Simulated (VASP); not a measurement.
A run of VASP 6.6.1 is set up as follows.

Contents of INCAR:

```
  PREC = Accurate
  ENCUT = 600
  EDIFF = 1E-6
  ISMEAR = 0
  SIGMA = 0.1
  LREAL = False
  LASPH = True
  NELM = 100
  ALGO = Normal
  ISIF = 3
  LWAVE = False
  LCHARG = False
  GGA = PS
  IBRION = 2
  NSW = 100
  EDIFFG = -0.005
```

KPOINTS

```
Automatic mesh
0
Gamma
  14 14 14
```

POSCAR

```
PIr2
1.0
    0.0000000000      2.7675000000      2.7675000000
    2.7675000000      0.0000000000      2.7675000000
    2.7675000000      2.7675000000      0.0000000000
P Ir
1 2
Direct
    0.0000000000      0.0000000000      0.0000000000
    0.2500000000      0.2500000000      0.2500000000
    0.7500000000      0.7500000000      0.7500000000
```

Potentials or basis: VASP PAW PBE potentials, release 64 (P, Ir).

Command:

```sh
$ cat potpaw_PBE.64/P/POTCAR potpaw_PBE.64/Ir/POTCAR > POTCAR
$ mpirun -np 1 vasp_std > vasp.out
```

Problem. What does it give for the space group after relaxing (to 0.05 Å)?

Solution. Fm-3m (No. 225).

Problem. What does it give for the relaxed cell?

Solution. a = 3.918 Å, b = 3.918 Å, c = 3.918 Å, α = 60.00°, β = 60.00°, γ = 60.00°.

Problem. Predict the relaxed volume.

Solution. 14.17 Å³/atom.

The path:
| step | energy change (eV) | largest force (eV/Å) | pressure (GPa) | volume (Å³) |
| --- | --- | --- | --- | --- |
| 1 | 0.0000 | 0.0000 | 0.90 | 42.39 |
| 2 | 0.0026 | 0.0000 | -2.58 | 42.88 |
| 3 | -0.0003 | 0.0000 | 0.01 | 42.51 |

Caveat: the PAW data sets were made with another functional, which shifts forces and pressure a little.
